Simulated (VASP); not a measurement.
# Ta4N3 (I4mm) in VASP: single point with PBEsol

Aim: the single point of Ta4N3 with PBEsol.

Program: VASP 6.6.1. These are calculated values, not measurements. Logs are shortened: lines on timing, memory, paths and dates and some standing lists are left out, and cuts for length are marked.

### 1 The cell of the first run

The structure is tetragonal, space group I4mm (No. 107). The conventional cell has a = 4.357 Å, b = 4.357 Å, c = 8.545 Å, α = 90.00°, β = 90.00°, γ = 90.00°. Within 2.5 Å of Ta (site symmetry 2mm) lie 4 N at 1.89 to 2.39 Å. Ta (site symmetry 4mm) has 5 N at 2.21 to 2.48 Å and 12 Ta at 2.99 to 3.12 Å within 3.2 Å. Ta (site symmetry 4mm) has 5 N at 1.98 to 2.18 Å within 2.6 Å. N (site symmetry 2mm) has 6 Ta at 1.89 to 2.39 Å within 2.5 Å. N (site symmetry 4mm) has 6 Ta at 1.98 to 2.48 Å within 2.6 Å.

### 2 Single point, PBEsol

The input, INCAR:

```
SYSTEM = Ta4N3
  PREC = Accurate
  ENCUT = 520
  EDIFF = 1E-6
  ISMEAR = 0
  SIGMA = 0.15
  LREAL = .FALSE.
  LASPH = .TRUE.
  NELM = 100
  ALGO = Normal
  ISIF = 2
  LWAVE = .FALSE.
  LCHARG = .TRUE.
  GGA = PS
  LELF = .TRUE.
  LVHAR = .TRUE.
  NBANDS = 38
```

The input, KPOINTS:

```
regular mesh
0
G
  12 12 12
  0 0 0
```

The input, POSCAR:

```
Ta4N3
1.0
   -2.1785721926      2.1785721926      4.2726759819
    2.1785721926     -2.1785721926      4.2726759819
    2.1785721926      2.1785721926     -4.2726759819
Ta N
4 3
Direct
    0.0292556703      0.5292556703      0.5000000000
    0.2900094147      0.2900094147      0.0000000000
    0.5292556703      0.0292556703      0.5000000000
    0.7685019259      0.7685019259      0.0000000000
    0.7500000000      0.2500000000      0.5000000000
    0.0000000000      0.0000000000      0.0000000000
    0.2500000000      0.7500000000      0.5000000000
```

Potentials or basis: VASP PAW PBE potentials, release 64 (Ta_pv, N).

The run is started by

```console
cat potpaw_PBE.64/Ta_pv/POTCAR potpaw_PBE.64/N/POTCAR > POTCAR
mpirun -np 1 vasp_std > vasp.out
```

OUTCAR:

```text
SYSTEM = Ta4N3
   PREC = Accurate
   ENCUT = 520
   EDIFF = 1E-6
   ISMEAR = 0
   LREAL = .FALSE.
   LASPH = .TRUE.
   NELM = 100
   ISIF = 2
   GGA = PS

 ion  position               nearest neighbor table
   1  0.029  0.529  0.500-   7 1.89   6 2.19   6 2.19   5 2.39   4 2.99   4 2.99   2 2.99   2 2.99
                             3 3.08   3 3.08   3 3.08   3 3.08   2 3.12   2 3.12   4 3.12   4 3.12
   2  0.290  0.290  0.000-   5 2.21   7 2.21   7 2.21   5 2.21   6 2.48   1 2.99   3 2.99   3 2.99
                             1 2.99   4 3.09   4 3.09   4 3.09   4 3.09   3 3.12   3 3.12   1 3.12
   3  0.529  0.029  0.500-   5 1.89   6 2.19   6 2.19   7 2.39   4 2.99   4 2.99   2 2.99   2 2.99
                             1 3.08   1 3.08   1 3.08   1 3.08   2 3.12   2 3.12   4 3.12   4 3.12
   4  0.769  0.769  0.000-   6 1.98   5 2.18   7 2.18   5 2.18   7 2.18   3 2.99   1 2.99   1 2.99
                             3 2.99   2 3.09   2 3.09   2 3.09   2 3.09   1 3.12   3 3.12   1 3.12
   5  0.750  0.250  0.500-   3 1.89   4 2.18   4 2.18   2 2.21   2 2.21   1 2.39
   6  0.000  0.000  0.000-   4 1.98   1 2.19   3 2.19   1 2.19   3 2.19   2 2.48
   7  0.250  0.750  0.500-   1 1.89   4 2.18   4 2.18   2 2.21   2 2.21   3 2.39

  LATTYP: Found a body centered tetragonal cell.
 ALAT       =     4.3571443852
 C/A-ratio  =     1.9612276318

  Lattice vectors:

 A1 = (  -2.1785721926,   2.1785721926,   4.2726759819)
 A2 = (   2.1785721926,  -2.1785721926,   4.2726759819)
 A3 = (   2.1785721926,   2.1785721926,  -4.2726759819)

Analysis of symmetry for initial positions (statically):
=====================================================================
 Subroutine PRICEL returns:
 Original cell was already a primitive cell.

 Routine SETGRP: Setting up the symmetry group for a
 body centered tetragonal supercell.

 Subroutine GETGRP returns: Found  8 space group operations
 (whereof  8 operations were pure point group operations)
 out of a pool of 16 trial point group operations.

The static configuration has the point symmetry C_4v.

Analysis of symmetry for dynamics (positions and initial velocities):
=====================================================================
 Subroutine PRICEL returns:
 Original cell was already a primitive cell.

 Routine SETGRP: Setting up the symmetry group for a
 body centered tetragonal supercell.

 Subroutine GETGRP returns: Found  8 space group operations
 (whereof  8 operations were pure point group operations)
 out of a pool of 16 trial point group operations.

The dynamic configuration has the point symmetry C_4v.

 Subroutine INISYM returns: Found  8 space group operations
 (whereof  8 operations are pure point group operations),
 and found     1 'primitive' translations

----------------------------------------------------------------------------------------

                                     Primitive cell

  volume of cell :      81.1155

  direct lattice vectors                    reciprocal lattice vectors
    -2.178572193  2.178572193  4.272675982     0.000000000  0.229508116  0.117022681
     2.178572193 -2.178572193  4.272675982     0.229508116  0.000000000  0.117022681
     2.178572193  2.178572193 -4.272675982     0.229508116  0.229508116  0.000000000

  length of vectors
     5.267647828  5.267647828  5.267647828     0.257620425  0.257620425  0.324573491

  position of ions in fractional coordinates (direct lattice)
     0.029255670  0.529255670  0.500000000
     0.290009415  0.290009415  0.000000000
     0.529255670  0.029255670  0.500000000
     0.768501926  0.768501926  0.000000000
     0.750000000  0.250000000  0.500000000
     0.000000000  0.000000000  0.000000000
     0.250000000  0.750000000  0.500000000

  ion indices of the primitive-cell ions
   primitive index   ion index
                 1           1
                 2           2
                 3           3
                 4           4
                 5           5
                 6           6
                 7           7

----------------------------------------------------------------------------------------

 KPOINTS: regular mesh

Automatic generation of k-mesh.
 Grid dimensions read from file:
 generate k-points for:   12   12   12

 Generating k-lattice:

  Cartesian coordinates                     Fractional coordinates (reciprocal lattice)
     0.000000000  0.019125676  0.009751890     0.083333333  0.000000000  0.000000000
     0.019125676  0.000000000  0.009751890     0.000000000  0.083333333  0.000000000
     0.019125676  0.019125676  0.000000000     0.000000000  0.000000000  0.083333333

  Length of vectors
     0.021468369  0.021468369  0.027047791

  Shift w.r.t. Gamma in fractional coordinates (k-lattice)
     0.000000000  0.000000000  0.000000000

 Subroutine IBZKPT returns following result:
 ===========================================

 Found    163 irreducible k-points:

 Following reciprocal coordinates:
            Coordinates               Weight
  0.000000  0.000000  0.000000      1.000000
  0.083333  0.000000  0.000000      8.000000
  0.166667  0.000000  0.000000      8.000000
  0.250000  0.000000 -0.000000      8.000000
  0.333333  0.000000 -0.000000      8.000000
  0.416667  0.000000 -0.000000      8.000000
[... 16 lines left out ...]
  0.500000  0.166667 -0.000000     16.000000
 -0.416667  0.166667  0.000000     16.000000
 [... further k-points ...]
   k-points           NKPTS =    163   k-points in BZ     NKDIM =    163   number of bands    NBANDS=     38
   number of dos      NEDOS =    301   number of ions     NIONS =      7
   total plane-waves  NPLWV =  64000
   dimension x,y,z NGX =    40 NGY =   40 NGZ =   40
   dimension x,y,z NGXF=    80 NGYF=   80 NGZF=   80
   ions per type =               4   3
   NGX,Y,Z   is equivalent  to a cutoff of  12.62, 12.62, 12.62 a.u.
   NGXF,Y,Z  is equivalent  to a cutoff of  25.25, 25.25, 25.25 a.u.
 SYSTEM =  Ta4N3
   PREC   = accura    normal or accurate (medium, high low for compatibility)
   ISTART =      0    job   : 0-new  1-cont  2-samecut
   ICHARG =      2    charge: 1-file 2-atom 10-const
   ISPIN  =      1    spin polarized calculation?
   LNONCOLLINEAR =      F non collinear calculations
   LSORBIT =      F    spin-orbit coupling
   LASPH  =      T    aspherical Exc in radial PAW
   ENCUT  =  520.0 eV  38.22 Ry    6.18 a.u.   9.79  9.79  9.79*2*pi/ulx,y,z
   NELM   =    100;   NELMIN=  2; NELMDL= -5     # of ELM steps
   EDIFF  = 0.1E-05   stopping-criterion for ELM
   LREAL  =      F    real-space projection
   EDIFFG = 0.1E-04   stopping-criterion for IOM
   NSW    =      0    number of steps for IOM
   IBRION =     -1    ionic relax: 0-MD 1-quasi-New 2-CG
   NFREE  =      0    steps in history (QN), initial steepest desc. (CG)
   ISIF   =      2    stress and relaxation
   ISYM   =      2    0-nonsym 1-usesym 2-fastsym
   POTIM  = 0.5000    time-step for ionic-motion
   TEBEG  =    0.0;   TEEND  =   0.0 temperature during run
   PSTRESS=    0.0 pullay stress
   NELECT =      59.0000    total number of electrons
   NUPDOWN=      -1.0000    fix difference up-down
   EMIN   =  10.00;   EMAX   =-10.00  energy-range for DOS
   EFERMI =   0.00;   METHOD = LEGACY
   ISMEAR =     0;   SIGMA  =   0.15  broadening in eV -4-tet -1-fermi 0-gaus
   EFERMI_NEDOS =   21; number of points for ismear=-14 and -15
   IALGO  =     38    algorithm
   IMIX   =      4    mixing-type and parameters
     AMIX     =   0.40;   BMIX     =  1.00
     AMIX_MAG =   1.60;   BMIX_MAG =  1.00
  volume/ion in A,a.u.               =      11.59        78.20
  Fermi-wavevector in a.u.,A,eV,Ry     =   1.472282  2.782209 29.492166  2.167613
  Thomas-Fermi vector in A             =   2.587315
   LORBIT       =      0    0 simple, 1 ext, 2 COOP (PROOUT), +10 PAW based schemes
   GGA     = PS    functional components
   LHFCALC =     F    Hartree Fock is set to
   AEXX    =    0.0000 exact exchange contribution
   IVDW    =     0    specifies the selected vdW correction
   LEPSILON=     F    determine dielectric tensor
   LRPA    =     F    only Hartree local field effects (RPA)
 non-spin polarized calculation
 Gauss-broadening in eV      SIGMA  =   0.15
  energy-cutoff  :      520.00
  volume of cell :       81.12
 maximum number of plane-waves:      2212
   NGX = 19   NGY = 19   NGZ = 19

 number of electron      58.9999998 magnetization

 Free energy of the ion-electron system (eV)
  ---------------------------------------------------
  ext. energy  EPLUGINS =         0.00000000
  ---------------------------------------------------
  free energy    TOTEN  =       -82.05168261 eV

  energy without entropy =      -82.02391282  energy(sigma->0) =      -82.03779772

 E-fermi :   8.2813     XC(G=0): -13.4157

 val. band max:        8.2768269748   @ k =  -0.0833  -0.2500   0.0833
 cond. band min:       8.2854883853   @ k =   0.3333   0.1667   0.0833
 fundamental gap:      0.0086614105
 Fermi energy:         8.2813172151

 k-point     1 :       0.0000    0.0000    0.0000
  band No.  band energies     occupation
      1     -27.4278      2.00000
      2     -27.3742      2.00000
      3     -27.3742      2.00000
      4     -27.0046      2.00000
      5     -27.0046      2.00000
      6     -26.9496      2.00000
[... 30 lines left out ...]
     37      11.7066      0.00000
     38      12.7214      0.00000

 k-point     2 :       0.0833    0.0000    0.0000
  band No.  band energies     occupation
      1     -27.4217      2.00000
      2     -27.3813      2.00000
      3     -27.3697      2.00000
      4     -27.0116      2.00000
      5     -27.0100      2.00000
      6     -26.9761      2.00000
[... 30 lines left out ...]
     37      11.8689      0.00000
     38      12.5868      0.00000
[... 859 lines left out ...]
     37      11.7955      0.00000
     38      11.8867      0.00000

 k-point    24 :      -0.4167    0.1667    0.0000
  band No.  band energies     occupation
      1     -27.5438      2.00000
      2     -27.3792      2.00000
      3     -27.2544      2.00000
      4     -27.1150      2.00000
      5     -27.0884      2.00000
      6     -27.0106      2.00000
[... 30 lines left out ...]
     37      11.7162      0.00000
     38      12.4058      0.00000

 [... further k-points ...]

------------------------ aborting loop because EDIFF is reached ----------------------------------------

  FORCE on cell =-STRESS in cart. coord.  units (eV):
  Direction    XX          YY          ZZ          XY          YZ          ZX
  --------------------------------------------------------------------------------------
  -------------------------------------------------------------------------------------
  Total        1.0991116      1.0991116     14.3904916      0.0000000     -0.0000000      0.0000000
  in kB       21.7094338     21.7094338    284.2381392      0.0000000     -0.0000000      0.0000000
  external PRESSURE =     109.2190023 kB  Pullay stress =       0.0000000 kB

 VOLUME and BASIS-vectors are now :
 -----------------------------------------------------------------------------
  energy-cutoff  :      520.00
  volume of cell :       81.12
      direct lattice vectors                 reciprocal lattice vectors
    -2.178572193  2.178572193  4.272675982     0.000000000  0.229508116  0.117022681
     2.178572193 -2.178572193  4.272675982     0.229508116  0.000000000  0.117022681
     2.178572193  2.178572193 -4.272675982     0.229508116  0.229508116  0.000000000

 POSITION                                       TOTAL-FORCE (eV/Angst)
 -----------------------------------------------------------------------------------
      2.17857      0.00000      0.25000        -0.000000     -0.000000     -5.020113
      0.00000      0.00000      2.47823        -0.000000     -0.000000     -0.944440
      0.00000      2.17857      0.25000         0.000000      0.000000     -5.020113
      0.00000      0.00000      6.56712         0.000000      0.000000     -2.423209
      0.00000      2.17857      2.13634        -0.000000     -0.000000      4.561404
      0.00000      0.00000      0.00000        -0.000000     -0.000000      4.285066
      2.17857      0.00000      2.13634         0.000000      0.000000      4.561404
 -----------------------------------------------------------------------------------
    total drift:                                0.000000      0.000000     -0.000764

  FREE ENERGIE OF THE ION-ELECTRON SYSTEM (eV)
  ---------------------------------------------------
  free  energy   TOTEN  =       -82.0516826109 eV

  energy  without entropy=      -82.0239128246  energy(sigma->0) =      -82.03779772
```

It took 7.1 min on 1 thread of Intel Xeon Platinum 8488C (Sapphire Rapids), shared host; peak memory 0.51 GiB.

Results:

```yaml
Free_energy: -82.0517 eV
Pressure: 10.9 GPa
Largest_force: 5.020 eV/Å
Band_gap_on_the_k_mesh: zero (an odd number of electrons rules out a gap without spin polarisation)
```

Forces in eV/Å, atoms in the order of the input:
```
Ta   0.000  0.000 -5.020
Ta   0.000  0.000 -0.944
Ta   0.000  0.000 -5.020
Ta   0.000  0.000 -2.423
N    0.000  0.000  4.561
N    0.000  0.000  4.285
N    0.000  0.000  4.561
```

Caveat: the cell differs from its parent crystal (all Ta atoms moved -0.250 Å, as atom 1 towards its neighbour atom 5 (N) at 2.136 Å); the cell stands under pressure; the PAW data sets were made with another functional, which shifts forces and pressure a little; spin-orbit coupling is left out, which moves the levels of the heavy elements.
